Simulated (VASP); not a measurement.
# AlAu20 in VASP: single point with PBE+D3(BJ)

Aim: the single point of AlAu20 with PBE+D3(BJ).

All numbers are computed with VASP 6.6.1; they aren't measurements. Logs are shortened: lines on timing, memory, paths and dates and some standing lists are left out, and cuts for length are marked.

## Step 1: The cell of the first run

The cell holds a slab with vacuum, 21 atoms: a = 5.765 Å, b = 5.765 Å, c = 28.609 Å, α = 90.00°, β = 90.00°, γ = 120.00°.

## Step 2: Single point, PBE+D3(BJ)

File INCAR:

```
SYSTEM = AlAu20
PREC = Accurate
ENCUT = 520
EDIFF = 1E-6
ISMEAR = 0
SIGMA = 0.1
LREAL = Auto
LASPH = .True.
NELM = 80
ALGO = Normal
ISIF = 2
LWAVE = .False.
LCHARG = .True.
LDIPOL = .True.
IDIPOL = 3
DIPOL = 0.5 0.5 0.476
GGA = PE
IVDW = 12
LELF = .True.
LVHAR = .True.
LVACPOTAV = .True.
NBANDS = 128
```

File KPOINTS:

```
Automatic mesh
0
Gamma
  6 6 1
  0 0 0
```

File POSCAR:

```
AlAu20
1.0
    5.7649995596      0.0000000000      0.0000000000
   -2.8824997798      4.9926360715      0.0000000000
    0.0000000000      0.0000000000     28.6093132300
Au Al
20 1
Direct
    0.1666666667      0.3333333333      0.2971060483
    0.1666666667      0.8333333333      0.2971060483
    0.6666666667      0.3333333333      0.2971060483
    0.6666666667      0.8333333333      0.2971060483
    0.3333333333      0.1666666667      0.3810761978
    0.3333333333      0.6666666667      0.3810761978
    0.8333333333      0.1666666667      0.3810761978
    0.8333333333      0.6666666667      0.3810761978
    0.1666666667      0.3333333333      0.4651815720
    0.1661571184      0.8330785592      0.4647555029
    0.6669214408      0.3338428816      0.4647555029
    0.6669214408      0.8330785592      0.4647555029
    0.3331241751      0.1668758249      0.5484208494
    0.3331241751      0.6662483502      0.5484208494
    0.8337516498      0.1668758249      0.5484208494
    0.8333333333      0.6666666667      0.5486797710
    0.1666666667      0.3333333333      0.6347549320
    0.1739510818      0.8369755409      0.6346934381
    0.6630244591      0.3260489182      0.6346934381
    0.6630244591      0.8369755409      0.6346934381
    0.8333333333      0.6666666667      0.7001322772
```

Potentials or basis: VASP PAW PBE potentials, release 64 (Au, Al).

Launch:

```console
> cat potpaw_PBE.64/Au/POTCAR potpaw_PBE.64/Al/POTCAR > POTCAR
> mpirun -np 1 vasp_std > vasp.out
```

OUTCAR:

```text
SYSTEM = AlAu20
   PREC = Accurate
   ENCUT = 520
   EDIFF = 1E-6
   ISMEAR = 0
   LREAL = Auto
   LASPH = .True.
   NELM = 80
   ISIF = 2
   GGA = PE
   IVDW = 12
 IVDW          = 12

 ion  position               nearest neighbor table
   1  0.167  0.333  0.297-   3 2.88   3 2.88   4 2.88   2 2.88   2 2.88   4 2.88   5 2.92   7 2.92
                             6 2.92
   2  0.167  0.833  0.297-   4 2.88   4 2.88   1 2.88   1 2.88   3 2.88   3 2.88   6 2.92   8 2.92
                             5 2.92
   3  0.667  0.333  0.297-   1 2.88   1 2.88   4 2.88   4 2.88   2 2.88   2 2.88   7 2.92   5 2.92
                             8 2.92
   4  0.667  0.833  0.297-   2 2.88   2 2.88   3 2.88   3 2.88   1 2.88   1 2.88   8 2.92   6 2.92
                             7 2.92
   5  0.333  0.167  0.381-   7 2.88   7 2.88   8 2.88   6 2.88   6 2.88   8 2.88  11 2.92  10 2.92
                             1 2.92   3 2.92   2 2.92   9 2.93
   6  0.333  0.667  0.381-   8 2.88   8 2.88   5 2.88   5 2.88   7 2.88   7 2.88  10 2.92  12 2.92
                             2 2.92   4 2.92   1 2.92   9 2.93
   7  0.833  0.167  0.381-   5 2.88   5 2.88   8 2.88   8 2.88   6 2.88   6 2.88  11 2.92  12 2.92
                             3 2.92   1 2.92   4 2.92   9 2.93
   8  0.833  0.667  0.381-   6 2.88   6 2.88   7 2.88   7 2.88   5 2.88   5 2.88  12 2.91  10 2.91
                            11 2.91   4 2.92   2 2.92   3 2.92
   9  0.167  0.333  0.465-  11 2.88  10 2.88  12 2.88  12 2.88  11 2.88  10 2.88  13 2.90  15 2.90
                            14 2.90   5 2.93   7 2.93   6 2.93
  10  0.166  0.833  0.465-  12 2.88  11 2.88   9 2.88   9 2.88  12 2.89  11 2.89   8 2.91   6 2.92
                             5 2.92  14 2.92  13 2.92  16 2.92
  11  0.667  0.334  0.465-  10 2.88  12 2.88   9 2.88   9 2.88  12 2.89  10 2.89   8 2.91   7 2.92
                             5 2.92  15 2.92  13 2.92  16 2.92
  12  0.667  0.833  0.465-  10 2.88  11 2.88   9 2.88   9 2.88  10 2.89  11 2.89   8 2.91   6 2.92
                             7 2.92  14 2.92  15 2.92  16 2.92
  13  0.333  0.167  0.548-  15 2.88  14 2.88  16 2.88  16 2.88  15 2.89  14 2.89   9 2.90  11 2.92
                            10 2.92  19 2.97  18 2.97  17 2.98
  14  0.333  0.666  0.548-  13 2.88  15 2.88  16 2.88  16 2.88  13 2.89  15 2.89   9 2.90  10 2.92
                            12 2.92  18 2.97  20 2.97  17 2.98
  15  0.834  0.167  0.548-  13 2.88  14 2.88  16 2.88  16 2.88  13 2.89  14 2.89   9 2.90  11 2.92
                            12 2.92  19 2.97  20 2.97  17 2.98
  16  0.833  0.667  0.549-  14 2.88  15 2.88  13 2.88  13 2.88  14 2.88  15 2.88  12 2.92  10 2.92
                            11 2.92  20 2.99  18 2.99  19 2.99
  17  0.167  0.333  0.635-  19 2.88  18 2.88  20 2.88  20 2.88  19 2.88  18 2.88  13 2.98  15 2.98
                            14 2.98
  18  0.174  0.837  0.635-  21 2.53  20 2.82  19 2.82  17 2.88  17 2.88  20 2.95  19 2.95  14 2.97
                            13 2.97  16 2.99
  19  0.663  0.326  0.635-  21 2.53  20 2.82  18 2.82  17 2.88  17 2.88  18 2.95  20 2.95  15 2.97
                            13 2.97  16 2.99
  20  0.663  0.837  0.635-  21 2.53  18 2.82  19 2.82  17 2.88  17 2.88  18 2.95  19 2.95  14 2.97
                            15 2.97  16 2.99
  21  0.833  0.667  0.700-  20 2.53  18 2.53  19 2.53

  LATTYP: Found a hexagonal cell.
 ALAT       =     5.7649995596
 C/A-ratio  =     4.9625872360

  Lattice vectors:

 A1 = (   5.7649995596,   0.0000000000,   0.0000000000)
 A2 = (  -2.8824997798,   4.9926360715,   0.0000000000)
 A3 = (   0.0000000000,   0.0000000000,  28.6093132300)

Analysis of symmetry for initial positions (statically):
=====================================================================
 Subroutine PRICEL returns:
 Original cell was already a primitive cell.

 Routine SETGRP: Setting up the symmetry group for a
 hexagonal supercell.

 Subroutine GETGRP returns: Found  6 space group operations
 (whereof  2 operations were pure point group operations)
 out of a pool of 24 trial point group operations.

The static configuration has the point symmetry C_1h.
 The point group associated with its full space group is C_3v.

Analysis of symmetry for dynamics (positions and initial velocities):
=====================================================================
 Subroutine PRICEL returns:
 Original cell was already a primitive cell.

 Routine SETGRP: Setting up the symmetry group for a
 hexagonal supercell.

 Subroutine GETGRP returns: Found  6 space group operations
 (whereof  2 operations were pure point group operations)
 out of a pool of 24 trial point group operations.

The dynamic configuration has the point symmetry C_1h.
 The point group associated with its full space group is C_3v.

 Subroutine INISYM returns: Found  6 space group operations
 (whereof  2 operations are pure point group operations),
 and found     1 'primitive' translations

----------------------------------------------------------------------------------------

                                     Primitive cell

  volume of cell :     823.4488

  direct lattice vectors                    reciprocal lattice vectors
     5.764999560  0.000000000  0.000000000     0.173460551  0.100147496  0.000000000
    -2.882499780  4.992636071  0.000000000     0.000000000  0.200294992  0.000000000
     0.000000000  0.000000000 28.609313230     0.000000000  0.000000000  0.034953653

  length of vectors
     5.764999560  5.764999560 28.609313230     0.200294992  0.200294992  0.034953653

  position of ions in fractional coordinates (direct lattice)
     0.166666667  0.333333333  0.297106048
     0.166666667  0.833333333  0.297106048
     0.666666667  0.333333333  0.297106048
     0.666666667  0.833333333  0.297106048
     0.333333333  0.166666667  0.381076198
     0.333333333  0.666666667  0.381076198
[... 13 lines left out ...]
     0.663024459  0.836975541  0.634693438
     0.833333333  0.666666667  0.700132277

  ion indices of the primitive-cell ions
   primitive index   ion index
                 1           1
                 2           2
                 3           3
                 4           4
                 5           5
                 6           6
[... 13 lines left out ...]
                20          20
                21          21

----------------------------------------------------------------------------------------

 KPOINTS: Automatic mesh

Automatic generation of k-mesh.
 Grid dimensions read from file:
 generate k-points for:    6    6    1

 Generating k-lattice:

  Cartesian coordinates                     Fractional coordinates (reciprocal lattice)
     0.028910092  0.016691249  0.000000000     0.166666667 -0.000000000  0.000000000
     0.000000000  0.033382499  0.000000000     0.000000000  0.166666667  0.000000000
     0.000000000  0.000000000  0.034953653     0.000000000  0.000000000  1.000000000

  Length of vectors
     0.033382499  0.033382499  0.034953653

  Shift w.r.t. Gamma in fractional coordinates (k-lattice)
     0.000000000  0.000000000  0.000000000

 Subroutine IBZKPT returns following result:
 ===========================================

 Found      7 irreducible k-points:

 Following reciprocal coordinates:
            Coordinates               Weight
  0.000000  0.000000  0.000000      1.000000
  0.166667 -0.000000  0.000000      6.000000
  0.333333  0.000000  0.000000      6.000000
  0.500000  0.000000  0.000000      3.000000
  0.166667  0.166667  0.000000      6.000000
  0.333333  0.166667  0.000000     12.000000
  0.333333  0.333333  0.000000      2.000000
   k-points           NKPTS =      7   k-points in BZ     NKDIM =      7   number of bands    NBANDS=    128
   number of dos      NEDOS =    301   number of ions     NIONS =     21
   total plane-waves  NPLWV = 497664
   dimension x,y,z NGX =    48 NGY =   48 NGZ =  216
   dimension x,y,z NGXF=    96 NGYF=   96 NGZF=  432
   ions per type =              20   1
   NGX,Y,Z   is equivalent  to a cutoff of  13.84, 13.84, 12.55 a.u.
   NGXF,Y,Z  is equivalent  to a cutoff of  27.68, 27.68, 25.10 a.u.
 SYSTEM =  AlAu20
   PREC   = accura    normal or accurate (medium, high low for compatibility)
   ISTART =      0    job   : 0-new  1-cont  2-samecut
   ICHARG =      2    charge: 1-file 2-atom 10-const
   ISPIN  =      1    spin polarized calculation?
   LNONCOLLINEAR =      F non collinear calculations
   LSORBIT =      F    spin-orbit coupling
   LASPH  =      T    aspherical Exc in radial PAW
   ENCUT  =  520.0 eV  38.22 Ry    6.18 a.u.  10.72 10.72 53.19*2*pi/ulx,y,z
   NELM   =     80;   NELMIN=  2; NELMDL= -5     # of ELM steps
   EDIFF  = 0.1E-05   stopping-criterion for ELM
   LREAL  =      T    real-space projection
   EDIFFG = 0.1E-04   stopping-criterion for IOM
   NSW    =      0    number of steps for IOM
   IBRION =     -1    ionic relax: 0-MD 1-quasi-New 2-CG
   NFREE  =      0    steps in history (QN), initial steepest desc. (CG)
   ISIF   =      2    stress and relaxation
   ISYM   =      2    0-nonsym 1-usesym 2-fastsym
   POTIM  = 0.5000    time-step for ionic-motion
   TEBEG  =    0.0;   TEEND  =   0.0 temperature during run
   PSTRESS=    0.0 pullay stress
   NELECT =     223.0000    total number of electrons
   NUPDOWN=      -1.0000    fix difference up-down
   EMIN   =  10.00;   EMAX   =-10.00  energy-range for DOS
   EFERMI =   0.00;   METHOD = LEGACY
   ISMEAR =     0;   SIGMA  =   0.10  broadening in eV -4-tet -1-fermi 0-gaus
   EFERMI_NEDOS =   21; number of points for ismear=-14 and -15
   IALGO  =     38    algorithm
   IMIX   =      4    mixing-type and parameters
     AMIX     =   0.40;   BMIX     =  1.00
     AMIX_MAG =   1.60;   BMIX_MAG =  1.00
  volume/ion in A,a.u.               =      39.21       264.61
  Fermi-wavevector in a.u.,A,eV,Ry     =   1.059167  2.001535 15.263474  1.121834
  Thomas-Fermi vector in A             =   2.194502
   LORBIT       =      0    0 simple, 1 ext, 2 COOP (PROOUT), +10 PAW based schemes
   GGA     = PE    functional components
   LHFCALC =     F    Hartree Fock is set to
   AEXX    =    0.0000 exact exchange contribution
   IVDW    =    12    specifies the selected vdW correction
   LEPSILON=     F    determine dielectric tensor
   LRPA    =     F    only Hartree local field effects (RPA)
 non-spin polarized calculation
 Gauss-broadening in eV      SIGMA  =   0.10
  energy-cutoff  :      520.00
  volume of cell :      823.45
 maximum number of plane-waves:     22223
 NGX is ok and might be reduce to    48
   NGX = 21   NGY = 21   NGZ =107

 dipolmoment           0.000000      0.000000      0.020717 electrons x Angstroem

 number of electron     223.0000029 magnetization

 dipolmoment           0.000000      0.000000     -0.144699 electrons x Angstroem

 Free energy of the ion-electron system (eV)
  ---------------------------------------------------
  ext. energy  EPLUGINS =         0.00000000
  ---------------------------------------------------
  free energy    TOTEN  =       -65.32938269 eV

  energy without entropy =      -65.27474287  energy(sigma->0) =      -65.30206278

 E-fermi :   1.4202     XC(G=0):  -6.1837

 val. band max:        1.4195078182   @ k =   0.1667   0.1667   0.0000
 cond. band min:       1.4587105380   @ k =   0.1667  -0.0000   0.0000
 fundamental gap:      0.0392027199
 Fermi energy:         1.4201744012

 k-point     1 :       0.0000    0.0000    0.0000
  band No.  band energies     occupation
      1      -8.0411      2.00000
      2      -7.3975      2.00000
      3      -6.6192      2.00000
      4      -5.9747      2.00000
      5      -5.7553      2.00000
      6      -5.5234      2.00000
[... 871 lines left out ...]
    122       4.6840      0.00000
    123       5.1874      0.00000
 [bands above 123 left out]

------------------------ aborting loop because EDIFF is reached ----------------------------------------

 Edisp (eV)  -10.94839

 E8    (eV) :    -5.0453

  FORCE on cell =-STRESS in cart. coord.  units (eV):
  Direction    XX          YY          ZZ          XY          YZ          ZX
  --------------------------------------------------------------------------------------
  -------------------------------------------------------------------------------------
  Total      -6.10903    -6.10903     1.26260     0.00000     0.00000     0.00000
  in kB     -11.88628   -11.88628     2.45664     0.00000     0.00000     0.00000
  external pressure =       -7.11 kB  Pullay stress =        0.00 kB

 VOLUME and BASIS-vectors are now :
 -----------------------------------------------------------------------------
  energy-cutoff  :      520.00
  volume of cell :      823.45
      direct lattice vectors                 reciprocal lattice vectors
     5.764999560  0.000000000  0.000000000     0.173460551  0.100147496  0.000000000
    -2.882499780  4.992636071  0.000000000     0.000000000  0.200294992  0.000000000
     0.000000000  0.000000000 28.609313230     0.000000000  0.000000000  0.034953653

 POSITION                                       TOTAL-FORCE (eV/Angst)
 -----------------------------------------------------------------------------------
      0.00000      1.66421      8.50000        -0.000000     -0.000000     -0.188683
     -1.44125      4.16053      8.50000        -0.036986     -0.021354     -0.188862
      2.88250      1.66421      8.50000        -0.000000      0.042708     -0.188862
      1.44125      4.16053      8.50000         0.036986     -0.021354     -0.188862
      1.44125      0.83211     10.90233         0.008753     -0.005054      0.202533
     -0.00000      3.32842     10.90233         0.000000      0.010108      0.202533
[... 13 lines left out ...]
      1.40975      4.17871     18.15814        -0.005953      0.003437     -0.010520
      2.88250      3.32842     20.03030        -0.000000     -0.000000      0.018978
 -----------------------------------------------------------------------------------
    total drift:                               -0.000000      0.000000     -0.010545

  FREE ENERGIE OF THE ION-ELECTRON SYSTEM (eV)
  ---------------------------------------------------
  free  energy   TOTEN  =       -76.2777743063 eV

  energy  without entropy=      -76.2231344897  energy(sigma->0) =      -76.25045440

 vacuum level on the upper side and lower side of the slab         5.654         6.563
```

Run time: 30 min. Hardware: 1 thread of Intel Xeon 6975P-C (Granite Rapids), shared host; peak memory 1.2 GiB.

Results:

```yaml
Free_energy: -76.2778 eV
Largest_force: 0.203 eV/Å
Band_gap_on_the_k_mesh: zero (an odd number of electrons rules out a gap without spin polarisation)
Dispersion_energy_per_atom: -0.521 eV
```

Forces in eV/Å, atoms in the order of the input:
```
Au   0.000  0.000 -0.189
Au  -0.037 -0.021 -0.189
Au   0.000  0.043 -0.189
Au   0.037 -0.021 -0.189
Au   0.009 -0.005  0.203
Au   0.000  0.010  0.203
Au  -0.009 -0.005  0.203
Au   0.000  0.000  0.182
Au   0.000  0.000  0.001
Au   0.000  0.000  0.000
Au   0.000  0.000  0.000
Au   0.000  0.000  0.000
Au  -0.001  0.000 -0.003
Au   0.000 -0.001 -0.003
Au   0.001  0.000 -0.003
Au   0.000  0.000 -0.002
Au   0.000  0.000 -0.010
Au   0.006  0.003 -0.011
Au   0.000 -0.007 -0.011
Au  -0.006  0.003 -0.011
Al   0.000  0.000  0.019
```

Levels at points of the mesh, in eV from the Fermi level:
| k point | band 108 | band 109 | band 110 | band 111 | band 112 | band 113 | band 114 | band 115 |
| --- | --- | --- | --- | --- | --- | --- | --- | --- |
| (0.00, 0.00, 0.00) | 0.12 | 0.12 | 0.18 | 0.18 | 0.22 | 0.46 | 0.55 | 0.55 |
| (0.50, 0.00, 0.00) | -1.21 | -0.57 | -0.18 | -0.12 | 0.05 | 0.20 | 0.43 | 0.65 |

Caveat: spin-orbit coupling is left out, which moves the levels of the heavy elements.
